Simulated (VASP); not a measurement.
# SrO (Fm-3m) in VASP: further runs

Aim: see how the results for SrO move with the level of theory and the settings. Levels: PBE+D4, PBE. Tasks: single point, relaxation of volume and atoms at fixed shape.

Everything below comes from runs of VASP 6.6.1. Logs are shortened: lines on timing, memory, paths and dates and some standing lists are left out, and cuts for length are marked.

### 1 The cell of the first run

Symmetry: Fm-3m, No. 225, cubic system. Conventional cell: a = 5.168 Å, b = 5.168 Å, c = 5.168 Å, α = 90.00°, β = 90.00°, γ = 90.00°. Sr (site symmetry m-3m) has 6 O at 2.58 Å within 3.4 Å. O (site symmetry m-3m) has 6 Sr at 2.58 Å within 3.4 Å.

### 2 Single point, PBE+D4

INCAR

```
SYSTEM = SrO
ALGO     = Normal         ! electronic algorithm
EDIFF    = 1E-6           ! SCF threshold, eV
ENCUT    = 600            ! plane-wave cutoff, eV
GGA      = PE             ! functional
GGA_COMPAT= .False.      
ISIF     = 2              ! what is computed and relaxed
ISMEAR   = 0              ! smearing method
IVDW     = 13             ! dispersion correction
LASPH    = .True.         ! aspherical terms in the spheres
LCHARG   = .False.        ! write CHGCAR
LREAL    = .False.        ! projectors in reciprocal space
LWAVE    = .False.        ! write WAVECAR
NBANDS   = 15             ! bands
NELM     = 120            ! most SCF steps
PREC     = Accurate       ! precision mode
SIGMA    = 0.1            ! smearing width, eV
```

KPOINTS

```
k-points
0
Gamma
  6 6 6
  0 0 0
```

POSCAR

```
SrO
1.0
    0.0000000000      2.5837846888      2.5837846888
    2.5837846888      0.0000000000      2.5837846888
    2.5837846888      2.5837846888      0.0000000000
Sr O
1 1
Direct
    0.5000000000      0.5000000000      0.5000000000
    0.0000000000      0.0000000000      0.0000000000
```

Potentials or basis: VASP PAW PBE potentials, release 64 (Sr_sv, O).

Started as:

```bash
cat potpaw_PBE.64/Sr_sv/POTCAR potpaw_PBE.64/O/POTCAR > POTCAR
mpirun -np 1 vasp_std > vasp.out
```

OUTCAR:

```text
SYSTEM = SrO
   EDIFF = 1E-6
   ENCUT = 600
   GGA = PE
   ISIF = 2
   ISMEAR = 0
   IVDW = 13
   LASPH = .True.
   LREAL = .False.
   NELM = 120
   PREC = Accurate

 ion  position               nearest neighbor table
   1  0.500  0.500  0.500-   2 2.58   2 2.58   2 2.58   2 2.58   2 2.58   2 2.58
   2  0.000  0.000  0.000-   1 2.58   1 2.58   1 2.58   1 2.58   1 2.58   1 2.58

  LATTYP: Found a face centered cubic cell.
 ALAT       =     5.1675693776

  Lattice vectors:

 A1 = (   0.0000000000,   2.5837846888,   2.5837846888)
 A2 = (   2.5837846888,   0.0000000000,   2.5837846888)
 A3 = (   2.5837846888,   2.5837846888,   0.0000000000)

Analysis of symmetry for initial positions (statically):
=====================================================================
 Subroutine PRICEL returns:
 Original cell was already a primitive cell.

 Routine SETGRP: Setting up the symmetry group for a
 face centered cubic supercell.

 Subroutine GETGRP returns: Found 48 space group operations
 (whereof 48 operations were pure point group operations)
 out of a pool of 48 trial point group operations.

The static configuration has the point symmetry O_h .

Analysis of symmetry for dynamics (positions and initial velocities):
=====================================================================
 Subroutine PRICEL returns:
 Original cell was already a primitive cell.

 Routine SETGRP: Setting up the symmetry group for a
 face centered cubic supercell.

 Subroutine GETGRP returns: Found 48 space group operations
 (whereof 48 operations were pure point group operations)
 out of a pool of 48 trial point group operations.

The dynamic configuration has the point symmetry O_h .

 Subroutine INISYM returns: Found 48 space group operations
 (whereof 48 operations are pure point group operations),
 and found     1 'primitive' translations

----------------------------------------------------------------------------------------

                                     Primitive cell

  volume of cell :      34.4984

  direct lattice vectors                    reciprocal lattice vectors
     0.000000000  2.583784689  2.583784689    -0.193514577  0.193514577  0.193514577
     2.583784689  0.000000000  2.583784689     0.193514577 -0.193514577  0.193514577
     2.583784689  2.583784689  0.000000000     0.193514577  0.193514577 -0.193514577

  length of vectors
     3.654023349  3.654023349  3.654023349     0.335177079  0.335177079  0.335177079

  position of ions in fractional coordinates (direct lattice)
     0.500000000  0.500000000  0.500000000
     0.000000000  0.000000000  0.000000000

  ion indices of the primitive-cell ions
   primitive index   ion index
                 1           1
                 2           2

----------------------------------------------------------------------------------------

 KPOINTS: k-points

Automatic generation of k-mesh.
 Grid dimensions read from file:
 generate k-points for:    6    6    6

 Generating k-lattice:

  Cartesian coordinates                     Fractional coordinates (reciprocal lattice)
    -0.032252429  0.032252429  0.032252429     0.166666667  0.000000000  0.000000000
     0.032252429 -0.032252429  0.032252429     0.000000000  0.166666667  0.000000000
     0.032252429  0.032252429 -0.032252429     0.000000000  0.000000000  0.166666667

  Length of vectors
     0.055862846  0.055862846  0.055862846

  Shift w.r.t. Gamma in fractional coordinates (k-lattice)
     0.000000000  0.000000000  0.000000000

 Subroutine IBZKPT returns following result:
 ===========================================

 Found     16 irreducible k-points:

 Following reciprocal coordinates:
            Coordinates               Weight
  0.000000  0.000000  0.000000      1.000000
  0.166667  0.000000  0.000000      8.000000
  0.333333  0.000000  0.000000      8.000000
  0.500000  0.000000  0.000000      4.000000
  0.166667  0.166667  0.000000      6.000000
  0.333333  0.166667  0.000000     24.000000
[... 8 lines left out ...]
 -0.333333  0.333333  0.166667     24.000000
 -0.333333  0.500000  0.166667     12.000000
   k-points           NKPTS =     16   k-points in BZ     NKDIM =     16   number of bands    NBANDS=     15
   number of dos      NEDOS =    301   number of ions     NIONS =      2
   total plane-waves  NPLWV =  27000
   dimension x,y,z NGX =    30 NGY =   30 NGZ =   30
   dimension x,y,z NGXF=    60 NGYF=   60 NGZF=   60
   ions per type =               1   1
   NGX,Y,Z   is equivalent  to a cutoff of  13.65, 13.65, 13.65 a.u.
   NGXF,Y,Z  is equivalent  to a cutoff of  27.30, 27.30, 27.30 a.u.
 SYSTEM =  SrO
   PREC   = accura    normal or accurate (medium, high low for compatibility)
   ISTART =      0    job   : 0-new  1-cont  2-samecut
   ICHARG =      2    charge: 1-file 2-atom 10-const
   ISPIN  =      1    spin polarized calculation?
   LNONCOLLINEAR =      F non collinear calculations
   LSORBIT =      F    spin-orbit coupling
   LASPH  =      T    aspherical Exc in radial PAW
   ENCUT  =  600.0 eV  44.10 Ry    6.64 a.u.   7.30  7.30  7.30*2*pi/ulx,y,z
   NELM   =    120;   NELMIN=  2; NELMDL= -5     # of ELM steps
   EDIFF  = 0.1E-05   stopping-criterion for ELM
   LREAL  =      F    real-space projection
   EDIFFG = 0.1E-04   stopping-criterion for IOM
   NSW    =      0    number of steps for IOM
   IBRION =     -1    ionic relax: 0-MD 1-quasi-New 2-CG
   NFREE  =      0    steps in history (QN), initial steepest desc. (CG)
   ISIF   =      2    stress and relaxation
   ISYM   =      2    0-nonsym 1-usesym 2-fastsym
   POTIM  = 0.5000    time-step for ionic-motion
   TEBEG  =    0.0;   TEEND  =   0.0 temperature during run
   PSTRESS=    0.0 pullay stress
   NELECT =      16.0000    total number of electrons
   NUPDOWN=      -1.0000    fix difference up-down
   EMIN   =  10.00;   EMAX   =-10.00  energy-range for DOS
   EFERMI =   0.00;   METHOD = LEGACY
   ISMEAR =     0;   SIGMA  =   0.10  broadening in eV -4-tet -1-fermi 0-gaus
   EFERMI_NEDOS =   21; number of points for ismear=-14 and -15
   IALGO  =     38    algorithm
   IMIX   =      4    mixing-type and parameters
     AMIX     =   0.40;   BMIX     =  1.00
     AMIX_MAG =   1.60;   BMIX_MAG =  1.00
  volume/ion in A,a.u.               =      17.25       116.40
  Fermi-wavevector in a.u.,A,eV,Ry     =   1.267210  2.394679 21.848515  1.605821
  Thomas-Fermi vector in A             =   2.400370
   LORBIT       =      0    0 simple, 1 ext, 2 COOP (PROOUT), +10 PAW based schemes
   GGA     = PE    functional components
   LHFCALC =     F    Hartree Fock is set to
   AEXX    =    0.0000 exact exchange contribution
   IVDW    =    13    specifies the selected vdW correction
   LEPSILON=     F    determine dielectric tensor
   LRPA    =     F    only Hartree local field effects (RPA)
 non-spin polarized calculation
 Gauss-broadening in eV      SIGMA  =   0.10
  energy-cutoff  :      600.00
  volume of cell :       34.50
 maximum number of plane-waves:      1167
 NGX is ok and might be reduce to    30
   NGX = 15   NGY = 15   NGZ = 15

 number of electron      15.9999998 magnetization

 Free energy of the ion-electron system (eV)
  ---------------------------------------------------
  ext. energy  EPLUGINS =         0.00000000
  ---------------------------------------------------
  free energy    TOTEN  =       -12.05165887 eV

  energy without entropy =      -12.05165887  energy(sigma->0) =      -12.05165887

 E-fermi :   2.1635     XC(G=0):  -9.9560

 val. band max:        1.5927731784   @ k =   0.0000   0.0000   0.0000
 cond. band min:       4.8664304061   @ k =   0.5000   0.5000   0.0000
 fundamental gap:      3.2736572276
 Fermi energy:         2.1634527383

 k-point     1 :       0.0000    0.0000    0.0000
  band No.  band energies     occupation
      1     -30.8483      2.00000
      2     -13.4786      2.00000
      3     -12.5014      2.00000
      4     -12.5014      2.00000
      5     -12.5014      2.00000
      6       1.5928      2.00000
      7       1.5928      2.00000
      8       1.5928      2.00000
      9       5.4708      0.00000
     10       7.7710      0.00000
     11       7.7710      0.00000
     12       7.7710      0.00000
     13       9.9049      0.00000
     14       9.9049      0.00000
     15      14.2322      0.00000

 k-point     2 :       0.1667    0.0000    0.0000
  band No.  band energies     occupation
      1     -30.8165      2.00000
      2     -14.0399      2.00000
      3     -12.5215      2.00000
      4     -12.5215      2.00000
      5     -12.0193      2.00000
      6       0.8779      2.00000
      7       1.2731      2.00000
      8       1.2731      2.00000
      9       6.6126      0.00000
     10       7.5724      0.00000
     11       8.2957      0.00000
     12       8.2957      0.00000
     13      10.5850      0.00000
     14      10.5850      0.00000
     15      15.8581      0.00000

 k-point     3 :       0.3333    0.0000    0.0000
  band No.  band energies     occupation
      1     -30.7518      2.00000
      2     -14.7136      2.00000
      3     -12.5609      2.00000
      4     -12.5609      2.00000
      5     -11.5045      2.00000
      6      -0.1346      2.00000
      7       0.7253      2.00000
      8       0.7253      2.00000
      9       7.7355      0.00000
     10       8.7467      0.00000
     11       9.5633      0.00000
     12       9.5633      0.00000
     13      12.1156      0.00000
     14      12.1156      0.00000
     15      17.2755      0.00000
[... 199 lines left out ...]
 k-point    15 :      -0.3333    0.3333    0.1667
  band No.  band energies     occupation
      1     -30.6897      2.00000
      2     -14.4535      2.00000
      3     -13.0078      2.00000
      4     -12.8679      2.00000
      5     -11.8059      2.00000
      6       0.2831      2.00000
      7       0.9193      2.00000
      8       0.9768      2.00000
      9       7.7541      0.00000
     10       7.8794      0.00000
     11      10.4599      0.00000
     12      11.5888      0.00000
     13      12.9087      0.00000
     14      14.4003      0.00000
     15      15.1366      0.00000

 k-point    16 :      -0.3333    0.5000    0.1667
  band No.  band energies     occupation
      1     -30.6802      2.00000
      2     -14.0351      2.00000
      3     -13.2793      2.00000
      4     -12.9975      2.00000
      5     -12.0895      2.00000
      6       0.7224      2.00000
      7       1.1123      2.00000
      8       1.2440      2.00000
      9       6.2235      0.00000
     10       9.1059      0.00000
     11       9.9400      0.00000
     12      12.4705      0.00000
     13      12.5762      0.00000
     14      14.3822      0.00000
     15      14.9168      0.00000

------------------------ aborting loop because EDIFF is reached ----------------------------------------

  DFT-D4 for vdW energy calculation

  Edisp (eV):   -0.33599

  FORCE on cell =-STRESS in cart. coord.  units (eV):
  Direction    XX          YY          ZZ          XY          YZ          ZX
  --------------------------------------------------------------------------------------
  -------------------------------------------------------------------------------------
  Total       0.03011     0.03011     0.03011    -0.00000    -0.00000    -0.00000
  in kB       1.39820     1.39820     1.39820    -0.00000    -0.00000    -0.00000
  external pressure =        1.40 kB  Pullay stress =        0.00 kB

 VOLUME and BASIS-vectors are now :
 -----------------------------------------------------------------------------
  energy-cutoff  :      600.00
  volume of cell :       34.50
      direct lattice vectors                 reciprocal lattice vectors
     0.000000000  2.583784689  2.583784689    -0.193514577  0.193514577  0.193514577
     2.583784689  0.000000000  2.583784689     0.193514577 -0.193514577  0.193514577
     2.583784689  2.583784689  0.000000000     0.193514577  0.193514577 -0.193514577

 POSITION                                       TOTAL-FORCE (eV/Angst)
 -----------------------------------------------------------------------------------
      2.58378      2.58378      2.58378         0.000000     -0.000000      0.000000
      0.00000      0.00000      0.00000        -0.000000      0.000000     -0.000000
 -----------------------------------------------------------------------------------
    total drift:                               -0.000000      0.000000      0.000000

  FREE ENERGIE OF THE ION-ELECTRON SYSTEM (eV)
  ---------------------------------------------------
  free  energy   TOTEN  =       -12.3876510196 eV

  energy  without entropy=      -12.3876510196  energy(sigma->0) =      -12.38765102
```

It took 30 s on 1 thread of AMD EPYC 7R13, shared host; peak memory 0.14 GiB.

Results:

* Free energy: -12.3877 eV
* Pressure: 0.1 GPa
* Band gap on the k mesh: 3.27 eV, indirect (least direct gap 3.37 eV)
* Dispersion energy per atom: -0.168 eV

A k mesh can miss the band edges. Expect the measured gap to be larger: semilocal functionals such as PBE lack the derivative discontinuity.

### 3 Single point, PBE

INCAR

```
SYSTEM = SrO
ALGO = Normal ; EDIFF = 1E-6
ENCUT = 600 ; GGA = PE
GGA_COMPAT = .False. ; ISIF = 2
ISMEAR = 0 ; LASPH = .True.
LCHARG = .True. ; LELF = .True.
LREAL = .False. ; LVHAR = .True.
LWAVE = .False. ; NBANDS = 15
NELM = 120 ; PREC = Accurate
SIGMA = 0.46
```

KPOINTS is that of step 2.

POSCAR is that of step 2.

Potentials or basis: VASP PAW PBE potentials, release 64 (Sr_sv, O).

Started as:

```bash
cat potpaw_PBE.64/Sr_sv/POTCAR potpaw_PBE.64/O/POTCAR > POTCAR
mpirun -np 1 vasp_std > vasp.out
```

OUTCAR:

```text
SYSTEM = SrO
   EDIFF = 1E-6
   ENCUT = 600
   GGA = PE
   ISIF = 2
   ISMEAR = 0
   LASPH = .True.
   LREAL = .False.
   NELM = 120
   PREC = Accurate

 ion  position               nearest neighbor table
   1  0.500  0.500  0.500-   2 2.58   2 2.58   2 2.58   2 2.58   2 2.58   2 2.58
   2  0.000  0.000  0.000-   1 2.58   1 2.58   1 2.58   1 2.58   1 2.58   1 2.58

  LATTYP: Found a face centered cubic cell.
 ALAT       =     5.1675693776

  Lattice vectors:

[... 466 lines left out ...]

  FORCE on cell =-STRESS in cart. coord.  units (eV):
  Direction    XX          YY          ZZ          XY          YZ          ZX
  --------------------------------------------------------------------------------------
  -------------------------------------------------------------------------------------
  Total        0.3980771      0.3980771      0.3980771      0.0000000     -0.0000000      0.0000000
  in kB       18.4875277     18.4875277     18.4875277      0.0000000     -0.0000000      0.0000000
  external PRESSURE =      18.4875277 kB  Pullay stress =       0.0000000 kB

 VOLUME and BASIS-vectors are now :
 -----------------------------------------------------------------------------
  energy-cutoff  :      600.00
  volume of cell :       34.50
      direct lattice vectors                 reciprocal lattice vectors
     0.000000000  2.583784689  2.583784689    -0.193514577  0.193514577  0.193514577
     2.583784689  0.000000000  2.583784689     0.193514577 -0.193514577  0.193514577
     2.583784689  2.583784689  0.000000000     0.193514577  0.193514577 -0.193514577

 POSITION                                       TOTAL-FORCE (eV/Angst)
 -----------------------------------------------------------------------------------
      2.58378      2.58378      2.58378         0.000000     -0.000000     -0.000000
      0.00000      0.00000      0.00000         0.000000      0.000000      0.000000
 -----------------------------------------------------------------------------------
    total drift:                               -0.000000      0.000000      0.000000

  FREE ENERGIE OF THE ION-ELECTRON SYSTEM (eV)
  ---------------------------------------------------
  free  energy   TOTEN  =       -12.0516588724 eV

  energy  without entropy=      -12.0516588353  energy(sigma->0) =      -12.05165885
```

OSZICAR:

```text
N       E                     dE             d eps       ncg     rms          rms(c)
DAV:   1     0.677968421976E+02    0.67797E+02   -0.84969E+03   480   0.113E+03
DAV:   2    -0.106374429370E+02   -0.78434E+02   -0.72080E+02   674   0.228E+02
DAV:   3    -0.141271532081E+02   -0.34897E+01   -0.34579E+01   677   0.415E+01
DAV:   4    -0.142507424973E+02   -0.12359E+00   -0.12358E+00   592   0.482E+00
DAV:   5    -0.142511221879E+02   -0.37969E-03   -0.37969E-03   642   0.333E-01    0.160E+01
DAV:   6    -0.122055603028E+02    0.20456E+01   -0.67443E+00   487   0.194E+01    0.189E+01
DAV:   7    -0.120610291939E+02    0.14453E+00   -0.30771E-01   564   0.491E+00    0.109E+01
DAV:   8    -0.120497161895E+02    0.11313E-01   -0.12064E-01   627   0.348E+00    0.421E-01
DAV:   9    -0.120510392027E+02   -0.13230E-02   -0.59187E-03   612   0.489E-01    0.235E-01
DAV:  10    -0.120514925335E+02   -0.45333E-03   -0.45224E-04   522   0.202E-01    0.882E-02
DAV:  11    -0.120516401428E+02   -0.14761E-03   -0.14947E-04   522   0.913E-02    0.280E-02
DAV:  12    -0.120516588461E+02   -0.18703E-04   -0.28647E-05   536   0.396E-02    0.255E-02
DAV:  13    -0.120516588724E+02   -0.26290E-07   -0.17081E-06   528   0.115E-02
   1 F= -.12051659E+02 E0= -.12051659E+02  d E =-.370786E-07
```

stdout:

```text
POSCAR found type information on POSCAR SrO
 POSCAR found :  2 types and       2 ions
 scaLAPACK will be used
 LDA part: xc-table for (Slater+PW92), standard interpolation
 POSCAR, INCAR and KPOINTS ok, starting setup
 FFT: planning ... GRIDC
 FFT: planning ... GRID_SOFT
 FFT: planning ... GRID
 WAVECAR not read
 entering main loop
```

Run time: 31 s. Hardware: 1 thread of AMD EPYC 7R13, shared host; peak memory 0.14 GiB.

What came out:

```yaml
Free_energy: -12.0517 eV
Pressure: 1.8 GPa
Band_gap_on_the_k_mesh: 3.27 eV, indirect (least direct gap 3.37 eV)
```

A k mesh can miss the band edges. Expect the measured gap to be larger: semilocal functionals such as PBE lack the derivative discontinuity.

(Continued in part 2 of 2.)
